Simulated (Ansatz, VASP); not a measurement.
Two plane-wave programs on LiBr

The input POSCAR:

```
LiBr
1.0
    0.0000000000      2.7258672215      2.7258672215
    2.7258672215      0.0000000000      2.7258672215
    2.7258672215      2.7258672215      0.0000000000
Li Br
1 1
Direct
    0.0000000000      0.0000000000      0.0000000000
    0.5000000000      0.5000000000      0.5000000000
```

Contents of INCAR.step1:

```
  ALGO = Normal
  EDIFF = 1E-5
  ENCUT = 650
  GGA = PE
  GGA_COMPAT = F
  ISIF = 2
  ISMEAR = 0
  LASPH = T
  LREAL = F
  LWAVE = T
  NBANDS = 12
  NELM = 120
  PREC = Accurate
  SIGMA = 0.01
```

INCAR.step2

```
  ALGO = Normal
  EDIFF = 1E-6
  ENCUT = 650
  GGA = PE
  GGA_COMPAT = F
  HFSCREEN = 0.2079
  ISIF = 2
  ISMEAR = 0
  ISTART = 1
  LASPH = T
  LCHARG = T
  LELF = T
  LHFCALC = T
  LREAL = F
  LVHAR = T
  LWAVE = F
  NBANDS = 12
  NELM = 120
  PREC = Accurate
  PRECFOCK = Normal
  SIGMA = 0.01
```

The input KPOINTS:

```
k-points
0
Gamma
  6 6 6
```

Input for Ansatz:

```yaml
crystal:
  lattice:
    - [0.0, 2.7258672215, 2.7258672215]
    - [2.7258672215, 0.0, 2.7258672215]
    - [2.7258672215, 2.7258672215, 0.0]
  atoms:
    - { symbol: Li, position: [0.0, 0.0, 0.0] }
    - { symbol: Br, position: [0.5, 0.5, 0.5] }
kpoints:
  mp_grid: { grid: [6, 6, 6] }
  band_path:
    path:
      - [0.0, 0.0, 0.0]
      - [0.5, 0.0, 0.5]
      - [0.625, 0.25, 0.625]
      - [0.375, 0.375, 0.75]
      - [0.5, 0.5, 0.5]
      - [0.5, 0.25, 0.75]
      - [-0.083333, 0.0, 0.083333]
    npoints: 1
hamiltonian:
  xc: hse06
scf:
  occupations: { method: fixed }
  n_extra_bands: 4
output:
  forces: true
  stress: true
  eigenvalues: true
```

Change from the starting cell: hydrostatic strain -0.5%.

Alike in both runs: task single point; functional HSE06; k mesh 6 × 6 × 6; no spin polarisation.

```csv
,VASP,Ansatz
version,VASP 6.6.1,Ansatz 0.2.0
potentials or method,"VASP PAW PBE potentials, release 64 (Li_sv, Br)","plane waves, PAW"
plane-wave cutoff (eV),650,420
occupations,"gaussian, width 0.01 eV",fixed
valence electrons in the cell,10,10
```

|  | VASP | Ansatz | Ansatz less VASP |
| --- | --- | --- | --- |
| gap on the k mesh at the Fermi level (eV) | 6.28 | 6.29 | +0.006 |
| pressure (GPa) | 0.2 | 0.3 | +0.13 |

Ansatz's warnings: stress exchange threshold loose, stress scf threshold loose.
